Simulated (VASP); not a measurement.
# Al2Ni (Fd-3m) in VASP: further runs

The runs below take Al2Ni through single point, relaxation of cell and atoms, with PBE.

Program: VASP 6.6.1. These are calculated values, not measurements. Logs are shortened: lines on timing, memory, paths and dates and some standing lists are left out, and cuts for length are marked.

## (1) The cell of the first run

The structure is cubic, space group Fd-3m (No. 227). Conventional cell: a = 7.041 Å, b = 7.041 Å, c = 7.041 Å, α = 90.00°, β = 90.00°, γ = 90.00°. Al (site symmetry -3m) has 6 Al at 2.49 Å and 6 Ni at 2.92 Å within 3.3 Å. Ni (site symmetry -43m) has 12 Al at 2.92 Å and 4 Ni at 3.05 Å within 3.8 Å.

The cell was generated, and may not be a known phase.

## (2) Single point, PBE, collinear spin, ferromagnetic start

File INCAR:

```
SYSTEM = Al2Ni
PREC = Accurate
ENCUT = 520
EDIFF = 1E-7
ISMEAR = 0
SIGMA = 0.1
LREAL = .FALSE.
LASPH = .TRUE.
NELM = 150
ALGO = Normal
ISIF = 2
LWAVE = .FALSE.
LCHARG = .FALSE.
ISPIN = 2
MAGMOM = 0 0 0 0 2 2
LORBIT = 11
LMAXMIX = 4
GGA = PE
NBANDS = 29
```

File KPOINTS:

```
Automatic mesh
0
G
  4 4 4
  0 0 0
```

File POSCAR:

```
Al2Ni
1.0
    0.0000000000      3.5202527100      3.5202527100
    3.5202527100      0.0000000000      3.5202527100
    3.5202527100      3.5202527100      0.0000000000
Al Ni
4 2
Direct
    0.1250000000      0.1250000000      0.1250000000
    0.6250000000      0.1250000000      0.1250000000
    0.1250000000      0.1250000000      0.6250000000
    0.1250000000      0.6250000000      0.1250000000
    0.5000000000      0.5000000000      0.5000000000
    0.7500000000      0.7500000000      0.7500000000
```

Potentials or basis: VASP PAW PBE potentials, release 64 (Al, Ni).

On the command line:

```sh
$ cat potpaw_PBE.64/Al/POTCAR potpaw_PBE.64/Ni/POTCAR > POTCAR
$ mpirun -np 1 vasp_std > vasp.out
```

OUTCAR:

```text
SYSTEM = Al2Ni
   PREC = Accurate
   ENCUT = 520
   EDIFF = 1E-7
   ISMEAR = 0
   LREAL = .FALSE.
   LASPH = .TRUE.
   NELM = 150
   ISIF = 2
   ISPIN = 2
   LORBIT = 11
   GGA = PE

 ion  position               nearest neighbor table
   1  0.125  0.125  0.125-   2 2.49   3 2.49   4 2.49   3 2.49   4 2.49   2 2.49   6 2.92   5 2.92
                             6 2.92   5 2.92   6 2.92   5 2.92
   2  0.625  0.125  0.125-   1 2.49   3 2.49   4 2.49   1 2.49   3 2.49   4 2.49   5 2.92   6 2.92
                             5 2.92   5 2.92   6 2.92   6 2.92
   3  0.125  0.125  0.625-   1 2.49   1 2.49   2 2.49   4 2.49   4 2.49   2 2.49   6 2.92   5 2.92
                             6 2.92   5 2.92   6 2.92   5 2.92
   4  0.125  0.625  0.125-   1 2.49   3 2.49   1 2.49   2 2.49   3 2.49   2 2.49   5 2.92   6 2.92
                             5 2.92   6 2.92   6 2.92   5 2.92
   5  0.500  0.500  0.500-   1 2.92   3 2.92   4 2.92   1 2.92   2 2.92   3 2.92   1 2.92   2 2.92
                             4 2.92   2 2.92   3 2.92   4 2.92   6 3.05   6 3.05   6 3.05   6 3.05
   6  0.750  0.750  0.750-   2 2.92   3 2.92   4 2.92   1 2.92   2 2.92   4 2.92   1 2.92   2 2.92
                             3 2.92   1 2.92   3 2.92   4 2.92   5 3.05   5 3.05   5 3.05   5 3.05

  LATTYP: Found a face centered cubic cell.
 ALAT       =     7.0405054200

  Lattice vectors:

 A1 = (   0.0000000000,   3.5202527100,   3.5202527100)
 A2 = (   3.5202527100,   0.0000000000,   3.5202527100)
 A3 = (   3.5202527100,   3.5202527100,   0.0000000000)

Analysis of symmetry for initial positions (statically):
=====================================================================
 Subroutine PRICEL returns:
 Original cell was already a primitive cell.

 Routine SETGRP: Setting up the symmetry group for a
 face centered cubic supercell.

 Subroutine GETGRP returns: Found 48 space group operations
 (whereof 24 operations were pure point group operations)
 out of a pool of 48 trial point group operations.

The static configuration has the point symmetry T_d .
 The point group associated with its full space group is O_h .

Analysis of symmetry for dynamics (positions and initial velocities):
=====================================================================
 Subroutine PRICEL returns:
 Original cell was already a primitive cell.

 Routine SETGRP: Setting up the symmetry group for a
 face centered cubic supercell.

 Subroutine GETGRP returns: Found 48 space group operations
 (whereof 24 operations were pure point group operations)
 out of a pool of 48 trial point group operations.

The dynamic configuration has the point symmetry T_d .
 The point group associated with its full space group is O_h .

Analysis of structural, dynamic, and magnetic symmetry:
=====================================================================
 Subroutine PRICEL returns:
 Original cell was already a primitive cell.

 Routine SETGRP: Setting up the symmetry group for a
 face centered cubic supercell.

 Subroutine GETGRP returns: Found 48 space group operations
 (whereof 24 operations were pure point group operations)
 out of a pool of 48 trial point group operations.

The overall configuration has the point symmetry T_d .
 The point group associated with its full space group is O_h .

 Subroutine INISYM returns: Found 48 space group operations
 (whereof 24 operations are pure point group operations),
 and found     1 'primitive' translations

----------------------------------------------------------------------------------------

                                     Primitive cell

  volume of cell :      87.2472

  direct lattice vectors                    reciprocal lattice vectors
     0.000000000  3.520252710  3.520252710    -0.142035257  0.142035257  0.142035257
     3.520252710  0.000000000  3.520252710     0.142035257 -0.142035257  0.142035257
     3.520252710  3.520252710  0.000000000     0.142035257  0.142035257 -0.142035257

  length of vectors
     4.978389125  4.978389125  4.978389125     0.246012282  0.246012282  0.246012282

  position of ions in fractional coordinates (direct lattice)
     0.125000000  0.125000000  0.125000000
     0.625000000  0.125000000  0.125000000
[... 50 lines left out ...]
   k-points           NKPTS =      8   k-points in BZ     NKDIM =      8   number of bands    NBANDS=     29
   number of dos      NEDOS =    301   number of ions     NIONS =      6
   total plane-waves  NPLWV =  64000
   dimension x,y,z NGX =    40 NGY =   40 NGZ =   40
   dimension x,y,z NGXF=    80 NGYF=   80 NGZF=   80
   ions per type =               4   2
   NGX,Y,Z   is equivalent  to a cutoff of  13.36, 13.36, 13.36 a.u.
   NGXF,Y,Z  is equivalent  to a cutoff of  26.71, 26.71, 26.71 a.u.
 SYSTEM =  Al2Ni
   PREC   = accura    normal or accurate (medium, high low for compatibility)
   ISTART =      0    job   : 0-new  1-cont  2-samecut
   ICHARG =      2    charge: 1-file 2-atom 10-const
   ISPIN  =      2    spin polarized calculation?
   LNONCOLLINEAR =      F non collinear calculations
   LSORBIT =      F    spin-orbit coupling
   LASPH  =      T    aspherical Exc in radial PAW
   ENCUT  =  520.0 eV  38.22 Ry    6.18 a.u.   9.26  9.26  9.26*2*pi/ulx,y,z
   NELM   =    150;   NELMIN=  2; NELMDL= -5     # of ELM steps
   EDIFF  = 0.1E-06   stopping-criterion for ELM
   LREAL  =      F    real-space projection
   EDIFFG = 0.1E-05   stopping-criterion for IOM
   NSW    =      0    number of steps for IOM
   IBRION =     -1    ionic relax: 0-MD 1-quasi-New 2-CG
   NFREE  =      0    steps in history (QN), initial steepest desc. (CG)
   ISIF   =      2    stress and relaxation
   ISYM   =      2    0-nonsym 1-usesym 2-fastsym
   POTIM  = 0.5000    time-step for ionic-motion
   TEBEG  =    0.0;   TEEND  =   0.0 temperature during run
   PSTRESS=    0.0 pullay stress
   NELECT =      32.0000    total number of electrons
   NUPDOWN=      -1.0000    fix difference up-down
   EMIN   =  10.00;   EMAX   =-10.00  energy-range for DOS
   EFERMI =   0.00;   METHOD = LEGACY
   ISMEAR =     0;   SIGMA  =   0.10  broadening in eV -4-tet -1-fermi 0-gaus
   EFERMI_NEDOS =   21; number of points for ismear=-14 and -15
   IALGO  =     38    algorithm
   IMIX   =      4    mixing-type and parameters
     AMIX     =   0.40;   BMIX     =  1.00
     AMIX_MAG =   1.60;   BMIX_MAG =  1.00
  volume/ion in A,a.u.               =      14.54        98.13
  Fermi-wavevector in a.u.,A,eV,Ry     =   1.171856  2.214487 18.684159  1.373247
  Thomas-Fermi vector in A             =   2.308294
   LORBIT       =     11    0 simple, 1 ext, 2 COOP (PROOUT), +10 PAW based schemes
   GGA     = PE    functional components
   LHFCALC =     F    Hartree Fock is set to
   AEXX    =    0.0000 exact exchange contribution
   IVDW    =     0    specifies the selected vdW correction
   LEPSILON=     F    determine dielectric tensor
   LRPA    =     F    only Hartree local field effects (RPA)
 spin polarized calculation
 Gauss-broadening in eV      SIGMA  =   0.10
  energy-cutoff  :      520.00
  volume of cell :       87.25
 maximum number of plane-waves:      2397
 NGX is ok and might be reduce to    40
   NGX = 19   NGY = 19   NGZ = 19

 number of electron      32.0000020 magnetization       0.0004604

 number of electron      32.0000020 magnetization      -0.0001241

 Free energy of the ion-electron system (eV)
  ---------------------------------------------------
  ext. energy  EPLUGINS =         0.00000000
  ---------------------------------------------------
  free energy    TOTEN  =       -24.82717146 eV

  energy without entropy =      -24.80548549  energy(sigma->0) =      -24.81632848

 E-fermi :   8.3014     XC(G=0): -10.9520

 val. band max:        8.2627513393   @ k =   0.0000   0.0000   0.0000
 cond. band min:       8.3147670050   @ k =  -0.2500   0.2500   0.0000
 fundamental gap:      0.0520156657
 Fermi energy:         8.3014424776

 spin component 1

 k-point     1 :       0.0000    0.0000    0.0000
  band No.  band energies     occupation
      1      -2.8556      1.00000
      2       3.4203      1.00000
      3       4.9714      1.00000
      4       4.9714      1.00000
      5       4.9714      1.00000
      6       5.4115      1.00000
[... 237 lines left out ...]
     27      17.3353      0.00000
     28      17.3353      0.00000
 Fermi energy:         8.3014424776

 spin component 2

 k-point     1 :       0.0000    0.0000    0.0000
  band No.  band energies     occupation
      1      -2.8556      1.00000
      2       3.4203      1.00000
      3       4.9714      1.00000
      4       4.9714      1.00000
      5       4.9714      1.00000
      6       5.4114      1.00000
[... 237 lines left out ...]
     27      17.3353      0.00000
     28      17.3353      0.00000
 [bands above 28 left out]

------------------------ aborting loop because EDIFF is reached ----------------------------------------

  FORCE on cell =-STRESS in cart. coord.  units (eV):
  Direction    XX          YY          ZZ          XY          YZ          ZX
  --------------------------------------------------------------------------------------
  -------------------------------------------------------------------------------------
  Total        0.2161832      0.2161832      0.2161832      0.0000000      0.0000000      0.0000000
  in kB        3.9699129      3.9699129      3.9699129      0.0000000      0.0000000      0.0000000
  external PRESSURE =       3.9699129 kB  Pullay stress =       0.0000000 kB

 VOLUME and BASIS-vectors are now :
 -----------------------------------------------------------------------------
  energy-cutoff  :      520.00
  volume of cell :       87.25
      direct lattice vectors                 reciprocal lattice vectors
     0.000000000  3.520252710  3.520252710    -0.142035257  0.142035257  0.142035257
     3.520252710  0.000000000  3.520252710     0.142035257 -0.142035257  0.142035257
     3.520252710  3.520252710  0.000000000     0.142035257  0.142035257 -0.142035257

 POSITION                                       TOTAL-FORCE (eV/Angst)
 -----------------------------------------------------------------------------------
      0.88006      0.88006      0.88006         0.000000      0.000000      0.000000
      0.88006      2.64019      2.64019         0.000000      0.000000      0.000000
      2.64019      2.64019      0.88006         0.000000      0.000000      0.000000
      2.64019      0.88006      2.64019         0.000000      0.000000      0.000000
      3.52025      3.52025      3.52025        -0.000000     -0.000000     -0.000000
      5.28038      5.28038      5.28038         0.000000      0.000000      0.000000
 -----------------------------------------------------------------------------------
    total drift:                               -0.000000     -0.000000      0.000000

  FREE ENERGIE OF THE ION-ELECTRON SYSTEM (eV)
  ---------------------------------------------------
  free  energy   TOTEN  =       -24.8271714591 eV

  energy  without entropy=      -24.8054854920  energy(sigma->0) =      -24.81632848

 total charge

# of ion       s       p       d       tot
------------------------------------------
    1        0.411   0.429   0.000   0.840
    2        0.411   0.429   0.000   0.840
    3        0.411   0.429   0.000   0.840
    4        0.411   0.429   0.000   0.840
    5        0.343   0.302   8.358   9.002
    6        0.343   0.302   8.358   9.002
--------------------------------------------------
tot          2.329   2.320  16.715  21.364

 magnetization (x)

# of ion       s       p       d       tot
------------------------------------------
    1       -0.000  -0.000   0.000  -0.000
    2       -0.000  -0.000   0.000  -0.000
    3       -0.000  -0.000   0.000  -0.000
    4       -0.000  -0.000   0.000  -0.000
    5        0.000   0.000  -0.000  -0.000
    6        0.000   0.000  -0.000  -0.000
--------------------------------------------------
tot         -0.000  -0.000  -0.000  -0.000
```

Run time: 2.2 min. Hardware: 1 thread of Intel Xeon 8259CL, shared host; peak memory 0.29 GiB.

What came out:

| Property | Result |
| --- | --- |
| Free energy | -24.8272 eV |
| Pressure | 0.4 GPa |
| Band gap on the k mesh | zero (filled and empty bands overlap) |
| Net moment | 0.00 μB per cell |
| Valence electrons inside the program's atomic spheres | Al 0.84; Ni 9.00 |

Caveat: the k points lie up to 0.39 Å⁻¹ apart; the moments typed at the start vanished in this run.

## (3) Relaxation of cell and atoms, PBE, collinear spin, ferromagnetic start

This run uses another cell than the first one, of 12.23 Å³/atom.

File INCAR:

```
PREC = Accurate ; ENCUT = 600
EDIFF = 1E-6 ; ISMEAR = 0
SIGMA = 0.1 ; LREAL = F
LASPH = T ; NELM = 150
ALGO = Fast ; ISIF = 3
LWAVE = F ; LCHARG = F
ISPIN = 2 ; MAGMOM = 0 0 0 0 2 2
LORBIT = 11 ; LMAXMIX = 4
GGA = PE ; IBRION = 2
NSW = 90 ; EDIFFG = -0.04
```

File KPOINTS:

```
Automatic mesh
0
Gamma
  4 4 4
```

Edit POSCAR of step 2 so:

```diff
@@ -2,5 +2,5 @@
 1.0
-    0.0000000000      3.5202527100      3.5202527100
-    3.5202527100      0.0000000000      3.5202527100
-    3.5202527100      3.5202527100      0.0000000000
+    0.0000000000      3.3233246600      3.3233246600
+    3.3233246600      0.0000000000      3.3233246600
+    3.3233246600      3.3233246600      0.0000000000
 Al Ni
```

Potentials or basis: VASP PAW PBE potentials, release 64 (Al, Ni).

On the command line:

```sh
$ cat potpaw_PBE.64/Al/POTCAR potpaw_PBE.64/Ni/POTCAR > POTCAR
$ mpirun -np 1 vasp_std > vasp.out
```

Run time: 10 min. Hardware: 1 thread of Intel Xeon 8259CL, shared host; peak memory 0.31 GiB.

It converged, with:

| Quantity | Value |
| --- | --- |
| Free energy | -24.8249 eV |
| Relaxed volume | 14.66 Å³/atom |
| Relaxed cell | a = 4.992 Å, b = 4.992 Å, c = 4.992 Å, α = 60.00°, β = 60.00°, γ = 60.00° |
| Space group after relaxing (to 0.1 Å) | Fd-3m (No. 227) |
| Energy gained by relaxing | 160.6 meV/atom |
| Ionic steps | 5 |
| Pressure after relaxing | -0.4 GPa |
| Band gap on the k mesh | zero (filled and empty bands overlap) |
| Net moment | 0.00 μB per cell |
| Valence electrons inside the program's atomic spheres | Al 0.84; Ni 8.99 |

The path:
| step | energy change (eV) | largest force (eV/Å) | pressure (GPa) | volume (Å³) |
| --- | --- | --- | --- | --- |
| 1 | 0.0000 | 0.0000 | 25.48 | 73.41 |
| 2 | -0.6002 | 0.0000 | -7.01 | 96.08 |
| 3 | -0.5451 | 0.0000 | 2.77 | 86.26 |
| 4 | -0.9593 | 0.0000 | -1.30 | 88.76 |
| 5 | -0.9636 | 0.0000 | -0.40 | 87.94 |

Final structure:
```xyz
6
Lattice="0.0000 3.5296 3.5296 3.5296 0.0000 3.5296 3.5296 3.5296 0.0000" Properties=species:S:1:pos:R:3 pbc="T T T"
Al    0.8824    0.8824    0.8824
Al    0.8824    2.6472    2.6472
Al    2.6472    2.6472    0.8824
Al    2.6472    0.8824    2.6472
Ni    3.5296    3.5296    3.5296
Ni    5.2943    5.2943    5.2943
```

Levels at points of the mesh, in eV from the Fermi level:
Spin up:
| k point | band 12 | band 13 | band 14 | band 15 | band 16 | band 17 | band 18 | band 19 | band 20 | band 21 |
| --- | --- | --- | --- | --- | --- | --- | --- | --- | --- | --- |
| (0.00, 0.00, 0.00) | -1.22 | -1.19 | -0.13 | -0.13 | -0.13 | -0.03 | -0.03 | -0.03 | 1.80 | 1.80 |
| (0.50, 0.00, 0.00) | -1.40 | -1.14 | -0.91 | -0.91 | -0.10 | -0.10 | 0.37 | 1.93 | 3.33 | 3.33 |
| (0.50, 0.50, 0.00) | -1.55 | -1.42 | -1.42 | -0.99 | -0.99 | 2.80 | 2.80 | 3.39 | 3.39 | 4.09 |
Spin down:
| k point | band 14 | band 15 | band 16 | band 17 | band 18 | band 19 |
| --- | --- | --- | --- | --- | --- | --- |
| (0.00, 0.00, 0.00) | -0.13 | -0.13 | -0.13 | -0.03 | -0.03 | -0.03 |
| (0.50, 0.00, 0.00) | -0.91 | -0.91 | -0.10 | -0.10 | 0.37 | 1.93 |
| (0.50, 0.50, 0.00) | -1.42 | -0.99 | -0.99 | 2.80 | 2.80 | 3.39 |

Caveat: the k points lie up to 0.39 Å⁻¹ apart in the final cell; the volume moved by over 15 % at a fixed basis, so the end points are rough; the moments typed at the start vanished in this run.

The gap in the log of VASP goes by the Fermi energy; the results here count the filled bands.